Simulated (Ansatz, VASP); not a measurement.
Bi2Te3 in VASP and in Ansatz

```
CELL_PARAMETERS angstrom
2.37683 1.45741 9.99892
-2.04018 1.39115 9.93267
0.11095 -2.40096 9.90842
ATOMIC_POSITIONS crystal
Bi 0.81200 0.81200 0.81200
Bi 0.40200 0.40200 0.40200
Te 0.61100 0.61100 0.61100
Te 0.20000 0.20000 0.20000
Te 0.00000 0.00000 0.00000
```

Change from the starting cell: equal xy, yz and zx shear strains of +3 %.

Alike in both runs: task single point; functional LDA; k mesh 8 × 8 × 8; occupations fermi-dirac, width 0.08 eV; no spin polarisation.

```csv
,VASP,Ansatz
version,VASP 6.6.1,Ansatz 0.2.0
potentials or method,"VASP PAW LDA potentials, release 64 (Bi_d, Te), cutoff 520 eV","all-electron LAPW, scalar-relativistic"
```

VASP gave:

```
pressure (GPa)                                                : -1.7
traceless stress, the component that is largest in VASP (GPa) : -0.98
rms of the force components (eV/Å)                            : 0.450
```

Question: Estimate Ansatz's values.

Answer: Pressure (GPa): -1.8; traceless stress, the component that is largest in VASP (GPa): -0.97; rms of the force components (eV/Å): 0.441.

LDA's correlation is that of Perdew and Zunger in VASP and of Perdew and Wang (1992) in Ansatz. Atom by atom the forces differ by 0.011 eV/Å (rms over components). Ansatz ran all-electron here, and VASP with PAW potentials.

Neither program's run includes spin-orbit coupling.
